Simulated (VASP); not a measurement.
Here is a VASP 6.6.1 calculation.

Contents of INCAR:

```
PREC = Accurate
ENCUT = 520
EDIFF = 1E-6
ISMEAR = -1
SIGMA = 0.1
LREAL = False
LASPH = True
NELM = 150
ALGO = Normal
ISIF = 2
LWAVE = False
LCHARG = True
ISPIN = 2
MAGMOM = 4 4 0 0 0 0
LORBIT = 11
LMAXMIX = 4
GGA = PE
LELF = True
LVHAR = True
NBANDS = 40
```

KPOINTS

```
regular mesh
0
Gamma
  5 5 7
```

Contents of POSCAR:

```
MnF2
1.0
    4.9060777619      0.0000000000      0.0000000000
    0.0000000000      4.9060777619      0.0000000000
    0.0000000000      0.0000000000      3.3326258045
Mn F
2 4
Direct
    0.0000000000      0.0000000000      0.0000000000
    0.5000000000      0.5000000000      0.5000000000
    0.3053000000      0.3053000000      0.0000000000
    0.1947000000      0.8053000000      0.5000000000
    0.6947000000      0.6947000000      0.0000000000
    0.8053000000      0.1947000000      0.5000000000
```

Potentials or basis: VASP PAW PBE potentials, release 64 (Mn_pv, F).

Launch:

```sh
$ cat potpaw_PBE.64/Mn_pv/POTCAR potpaw_PBE.64/F/POTCAR > POTCAR
$ mpirun -np 1 vasp_std > vasp.out
```

(1) Predict the largest force.

(2) Estimate the site moments.

Results:

(1) 0.021 eV/Å.

(2) Mn +4.59; F +0.09 μB.

Caveat: the run started ferromagnetic, and an antiferromagnetic order may lie lower in energy.
